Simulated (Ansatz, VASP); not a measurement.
# Two plane-wave programs on HC4

INCAR

```
SYSTEM = HC4
PREC = Accurate ; ENCUT = 520
EDIFF = 1E-7 ; ISMEAR = 0
SIGMA = 0.1 ; LREAL = .False.
LASPH = .True. ; NELM = 60
ALGO = Normal ; ISIF = 2
LWAVE = .False. ; LCHARG = .True.
LDIPOL = .True. ; IDIPOL = 3
DIPOL = 0.5 0.5 0.241 ; GGA = PE
IVDW = 12 ; LELF = .True.
LVHAR = .True. ; LVACPOTAV = .True.
NBANDS = 28
```

Contents of KPOINTS:

```
Automatic mesh
0
Gamma
  6 6 1
  0 0 0
```

POSCAR

```
HC4
1.0
    4.9313048819      0.0000000000      0.0000000000
   -2.4656524409      4.2706353015      0.0000000000
    0.0000000000      0.0000000000     18.0000331942
C H
8 2
Direct
    0.3333333333      0.1666666667      0.2222236565
    0.3333333333      0.6666666667      0.2222236565
    0.8333333333      0.1666666667      0.2222236565
    0.8333333333      0.6666666667      0.2222236565
    0.1666666667      0.3333333333      0.2222218124
    0.1666666667      0.8333333333      0.2222218124
    0.6666666667      0.3333333333      0.2222218124
    0.6666666667      0.8333333333      0.2222218124
    0.1067198858      0.1666666667      0.3183345904
    0.5599467808      0.1666666667      0.3183345904
```

Input for Ansatz:

```yaml
crystal:
  lattice:
    - [4.9313048819, 0.0, 0.0]
    - [-2.4656524409, 4.2706353015, 0.0]
    - [0.0, 0.0, 18.0000331942]
  atoms:
    - { symbol: C, position: [0.3333333333, 0.1666666667, 0.2222236565] }
    - { symbol: C, position: [0.3333333333, 0.6666666667, 0.2222236565] }
    - { symbol: C, position: [0.8333333333, 0.1666666667, 0.2222236565] }
    - { symbol: C, position: [0.8333333333, 0.6666666667, 0.2222236565] }
    - { symbol: C, position: [0.1666666667, 0.3333333333, 0.2222218124] }
    - { symbol: C, position: [0.1666666667, 0.8333333333, 0.2222218124] }
    - { symbol: C, position: [0.6666666667, 0.3333333333, 0.2222218124] }
    - { symbol: C, position: [0.6666666667, 0.8333333333, 0.2222218124] }
    - { symbol: H, position: [0.1067198858, 0.1666666667, 0.3183345904] }
    - { symbol: H, position: [0.5599467808, 0.1666666667, 0.3183345904] }
basis:
  ecutwfc: 420
kpoints:
  mp_grid: { grid: [6, 6, 1] }
hamiltonian:
  xc: pbe
  pseudopotentials: { kind: paw, azcp: { folder: soft_1 } }
  dispersion: d3bj
scf:
  occupations: { method: gaussian, width: 0.1 }
output:
  forces: true
  eigenvalues: true
efield:
  axis: 3
  dipole_correction: true
  ramp_width: 0.04
```

Alike in both runs: task single point; functional PBE; dispersion D3(BJ); k mesh 6 × 6 × 1; occupations gaussian, width 0.1 eV; no spin polarisation.

```csv
,VASP,Ansatz
version,VASP 6.6.1,Ansatz 0.2.0
potentials or method,"VASP PAW PBE potentials, release 64 (C, H), cutoff 520 eV","scalar-relativistic, plane waves, PAW"
valence electrons in the cell,34,34
```

|  | VASP | Ansatz | Ansatz less VASP |
| --- | --- | --- | --- |
| gap on the k mesh at the Fermi level (eV) | none | none | - |
| rms of the force components (eV/Å) | 0.382 | 0.383 | +0.0005 |
| work function, face that differs most (eV) | 4.16 | 4.15 | -0.003 |

Atom by atom the forces differ by 0.001 eV/Å (rms over components). A gap of «none» marks a metal or a gap that the smearing closes.
